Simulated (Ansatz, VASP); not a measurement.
Two plane-wave programs on MnSb

INCAR

```
SYSTEM = MnSb
  PREC = Accurate
  ENCUT = 520
  EDIFF = 1E-7
  ISMEAR = -1
  SIGMA = 0.1
  LREAL = .False.
  LASPH = .True.
  NELM = 150
  ALGO = Normal
  ISIF = 2
  LWAVE = .False.
  LCHARG = .False.
  ISPIN = 2
  MAGMOM = 5.2 0
  LORBIT = 11
  LMAXMIX = 4
  GGA = CA
  NBANDS = 20
```

KPOINTS

```
Automatic mesh
0
Gamma
  9 9 9
  0 0 0
```

Contents of POSCAR:

```
MnSb
1.0
    0.0000000000      2.8317967442      2.8317967442
    2.8317967442      0.0000000000      2.8317967442
    2.8317967442      2.8317967442      0.0000000000
Mn Sb
1 1
Direct
    0.0000000000      0.0000000000      0.0000000000
    0.5000000000      0.5000000000      0.5000000000
```

Input for Ansatz:

```yaml
crystal:
  lattice:
    - [0.0, 2.8317967442278564, 2.8317967442278564]
    - [2.8317967442278564, 0.0, 2.8317967442278564]
    - [2.8317967442278564, 2.8317967442278564, 0.0]
  atoms:
    - { symbol: Mn, position: [0.0, 0.0, 0.0], spin: 5.2 }
    - { symbol: Sb, position: [0.5, 0.5, 0.5] }
basis:
  ecutwfc: 500.0
kpoints:
  mp_grid:
    grid: [9, 9, 9]
hamiltonian:
  xc: lda
magnetization:
  spin_polarized: true
scf:
  occupations:
    method: fermi_dirac
    width: 0.1
```

Alike in both runs: task single point; functional LDA; k mesh 9 × 9 × 9; occupations fermi-dirac, width 0.1 eV; collinear spin.

|  | VASP | Ansatz |
| --- | --- | --- |
| version | VASP 6.6.1 | Ansatz 0.2.0 |
| potentials or method | VASP PAW LDA potentials, release 64 (Mn_pv, Sb), cutoff 520 eV | plane waves, PAW |
| valence electrons in the cell | 18 | 30 |

|  | VASP | Ansatz | Ansatz less VASP |
| --- | --- | --- | --- |
| net moment per atom (μB) | 1.87 | 1.90 | +0.032 |
| size of the moment on the site where the two differ most (μB) | 3.63 | 3.75 | +0.120 |

LDA's correlation is that of Perdew and Zunger in VASP and of Perdew and Wang (1992) in Ansatz. Site moments also hang on the region over which each program counts them. VASP's potentials hold 18 valence electrons a cell and Ansatz's 30, so a difference there can come from the potentials and not from the codes. Ansatz's warnings: given moment on shells.

Spin-orbit coupling is off throughout.
